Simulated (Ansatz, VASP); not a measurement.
# Two plane-wave programs on Ga

INCAR

```
PREC     = Accurate       # precision mode
ENCUT    = 600            # plane-wave cutoff, eV
EDIFF    = 1E-6           # SCF threshold, eV
ISMEAR   = 0              # smearing method
SIGMA    = 0.1            # smearing width, eV
LREAL    = F              # projectors in reciprocal space
LASPH    = T              # aspherical terms in the spheres
NELM     = 60             # most SCF steps
ALGO     = Normal         # electronic algorithm
ISIF     = 3              # what is computed and relaxed
LWAVE    = F              # write WAVECAR
LCHARG   = F              # write CHGCAR
GGA      = PE             # functional
IBRION   = 2              # ionic algorithm
NSW      = 100            # ionic steps
EDIFFG   = -0.01          # ionic threshold
```

Contents of KPOINTS:

```
Automatic mesh
0
Gamma
  20 20 20
```

File POSCAR:

```
Ga
1.0
    2.7138319468      0.0000000000      0.0000000000
    0.0000000000      2.7138319468      0.0000000000
    0.0000000000      0.0000000000      2.7138319468
Ga
1
Direct
    0.0000000000      0.0000000000      0.0000000000
```

Input for Ansatz:

```yaml
crystal:
  lattice:
    - [2.7138319468, 0.0, 0.0]
    - [0.0, 2.7138319468, 0.0]
    - [0.0, 0.0, 2.7138319468]
  atoms:
    - { symbol: Ga, position: [0.0, 0.0, 0.0] }
basis:
  ecutwfc: 420
kpoints:
  mp_grid: { grid: [20, 20, 20] }
hamiltonian:
  xc: pbe
scf:
  occupations: { method: gaussian, width: 0.1 }
output:
  forces: true
  stress: true
  eigenvalues: true
relax:
  adjacent_minimum: "off"
  f_tol: 0.01
  max_steps: 80
  cell: { stress_tol: 0.05 }
```

Alike in both runs: task relaxation of cell and atoms; functional PBE; k mesh 20 × 20 × 20; occupations gaussian, width 0.1 eV; no spin polarisation.

```csv
,VASP,Ansatz
version,VASP 6.6.1,Ansatz 0.2.0
potentials or method,"VASP PAW PBE potentials, release 64 (Ga_d), cutoff 600 eV","scalar-relativistic, plane waves, PAW"
valence electrons in the cell,13,13
```

Ansatz gave:

| Property | Result |
| --- | --- |
| gap on the k mesh at the Fermi level, each at its own relaxed structure (eV) | none |
| relaxed volume (Å³/atom) | 20.04 |
| relaxed length of the cell vector where the two differ most in proportion (Å) | 2.716 |

Problem. Estimate VASP's values.

Solution. gap on the k mesh at the Fermi level, each at its own relaxed structure (eV): none; relaxed volume (Å³/atom): 20.05; relaxed length of the cell vector where the two differ most in proportion (Å): 2.717.

A gap of «none» marks a metal or a gap that the smearing closes.
